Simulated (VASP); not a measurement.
Si2Ge:

```
CELL_PARAMETERS angstrom
3.60461 0.00000 0.00000
-1.80230 3.12168 0.00000
0.00000 0.00000 8.82945
ATOMIC_POSITIONS crystal
Si 0.00000 0.00000 0.37500
Si 0.33333 0.66667 0.04167
Si 0.00000 0.00000 0.62500
Si 0.66667 0.33333 0.95833
Ge 0.66667 0.33333 0.70833
Ge 0.33333 0.66667 0.29167
```

```yaml
Program: VASP 6.6.1
Task: relaxation of cell and atoms
Functional: PBE
Potentials_or_basis: VASP PAW PBE potentials, release 64 (Si, Ge_d)
Cutoff: 600 eV
k_mesh: 6 × 6 × 2
Occupations: gaussian, width 0.1 eV
Spin: no spin polarisation
```

At the start: pressure 35.4 GPa; volume 16.56 Å³/atom.

Q: Where does the relaxation end?

A: Over 8 steps the energy falls by 431.1 meV/atom and the volume is 21.34 Å³/atom (+28.9 %); space group P-3m1 (No. 164, to 0.1 Å) before and after.

The path:
| step | energy change (eV) | largest force (eV/Å) | pressure (GPa) | volume (Å³) |
| --- | --- | --- | --- | --- |
| 1 | 0.0000 | 0.6684 | 35.40 | 99.35 |
| 2 | -1.1879 | 0.1449 | -10.57 | 161.78 |
| 3 | -2.5856 | 0.0703 | -0.41 | 129.03 |
| 4 | -2.5865 | 0.0767 | -0.02 | 128.39 |
| 5 | -2.5857 | 0.0828 | 0.37 | 127.76 |
| 6 | -2.5862 | 0.0194 | 0.38 | 127.73 |
| 7 | -2.5862 | 0.0044 | 0.40 | 127.73 |
| 8 | -2.5867 | 0.0040 | 0.20 | 128.03 |

Final structure:
```xyz
6
Lattice="3.9259 0.0000 0.0000 -1.9629 3.3999 0.0000 0.0000 0.0000 9.5918" Properties=species:S:1:pos:R:3 pbc="T T T"
Si    0.0000    0.0000    3.6193
Si    0.0000    2.2666    0.3776
Si    0.0000    0.0000    5.9725
Si    1.9629    1.1333    9.2142
Ge    1.9629    1.1333    6.7901
Ge    0.0000    2.2666    2.8017
```

Caveat: the volume moved by over 15 % at a fixed basis, so the end points are rough.
